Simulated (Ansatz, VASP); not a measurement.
**LiGeH3 in VASP and in Ansatz**

File INCAR:

```
  PREC = Accurate
  ENCUT = 600
  EDIFF = 1E-6
  ISMEAR = 0
  SIGMA = 0.1
  LREAL = F
  LASPH = T
  NELM = 60
  ALGO = Normal
  ISIF = 3
  LWAVE = F
  LCHARG = F
  GGA = PE
  IBRION = 2
  NSW = 90
  EDIFFG = -0.04
```

File KPOINTS:

```
regular mesh
0
Gamma
  6 6 6
```

Contents of POSCAR:

```
LiGeH3
1.0
    3.6520043600      0.0000000000      0.0000000000
    0.0000000000      3.6520043600      0.0000000000
    0.0000000000      0.0000000000      3.6520043600
Li Ge H
1 1 3
Direct
    0.0000000000      0.0000000000      0.0000000000
    0.5000000000      0.5000000000      0.5000000000
    0.0000000000      0.5000000000      0.5000000000
    0.5000000000      0.5000000000      0.0000000000
    0.5000000000      0.0000000000      0.5000000000
```

Input for Ansatz:

```yaml
crystal:
  lattice:
    - [3.65200436, 0.0, 0.0]
    - [0.0, 3.65200436, 0.0]
    - [0.0, 0.0, 3.65200436]
  atoms:
    - { symbol: Li, position: [0.0, 0.0, 0.0] }
    - { symbol: Ge, position: [0.5, 0.5, 0.5] }
    - { symbol: H, position: [0.0, 0.5, 0.5] }
    - { symbol: H, position: [0.5, 0.5, 0.0] }
    - { symbol: H, position: [0.5, 0.0, 0.5] }
basis:
  ecutwfc: 420
kpoints:
  mp_grid: { grid: [6, 6, 6] }
hamiltonian:
  xc: pbe
scf:
  occupations: { method: gaussian, width: 0.1 }
  lower_state_search: "off"
output:
  forces: true
  stress: true
  eigenvalues: true
relax:
  adjacent_minimum: "off"
  f_tol: 0.04
  max_steps: 70
  cell: { stress_tol: 0.4 }
```

Change from the starting cell: species swapped into the ErRh3C type (Pm-3m, No. 221).

Alike in both runs: task relaxation of cell and atoms; functional PBE; k mesh 6 × 6 × 6; occupations gaussian, width 0.1 eV; no spin polarisation.

|  | VASP | Ansatz |
| --- | --- | --- |
| version | VASP 6.6.1 | Ansatz 0.2.0 |
| potentials or method | VASP PAW PBE potentials, release 64 (Li_sv, Ge_d, H), cutoff 600 eV | scalar-relativistic, plane waves, PAW |
| valence electrons in the cell | 20 | 20 |

```csv
,VASP,Ansatz,Ansatz less VASP
"gap on the k mesh at the Fermi level, each at its own relaxed structure (eV)",none,none,-
relaxed volume (Å³/atom),11.33,11.26,-0.069
relaxed cell length with the largest relative difference (Å),3.840,3.832,-0.0078
```

A gap of «none» marks a metal or a gap that the smearing closes.

Noted on VASP's run: the cutoff is short for stress, so the pressure is rough; the volume moved by over 15 % at a fixed basis, so the end points are rough.
